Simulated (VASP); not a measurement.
Input of a VASP 6.6.1 run:

File INCAR:

```
SYSTEM = PtSe2
ALGO = Normal
EDIFF = 1E-6
ENCUT = 520
GGA = PS
ISIF = 2
ISMEAR = 0
LASPH = .TRUE.
LCHARG = .TRUE.
LELF = .TRUE.
LREAL = .FALSE.
LVHAR = .TRUE.
LWAVE = .FALSE.
NBANDS = 18
NELM = 60
PREC = Accurate
SIGMA = 0.1
```

File KPOINTS:

```
k-points
0
G
  18 18 12
  0 0 0
```

The input POSCAR:

```
PtSe2
1.0
    3.7217674329      0.0000000000      0.0000000000
   -1.8608837164      3.2231451438      0.0000000000
    0.0000000000      0.0000000000      4.8977663901
Pt Se
1 2
Direct
    0.0000000000      0.0000000000      0.0000000000
    0.6666666667      0.3333333333      0.7393682788
    0.3333333333      0.6666666667      0.2606317212
```

Potentials or basis: VASP PAW PBE potentials, release 64 (Pt, Se).

Run with:

```sh
$ cat potpaw_PBE.64/Pt/POTCAR potpaw_PBE.64/Se/POTCAR > POTCAR
$ mpirun -np 1 vasp_std > vasp.out
```

(1) Estimate the largest force.

(2) Estimate the band gap on the k mesh.

## Answers

(1) 0.149 eV/Å.

(2) zero (bands 11 and 12 overlap by 0.81 eV).

Caveat: the cell differs from its parent crystal (biaxial strain in the a-b plane: -1.0 %); the PAW data sets were made with another functional, which shifts forces and pressure a little; spin-orbit coupling is left out, which moves the levels of the heavy elements.
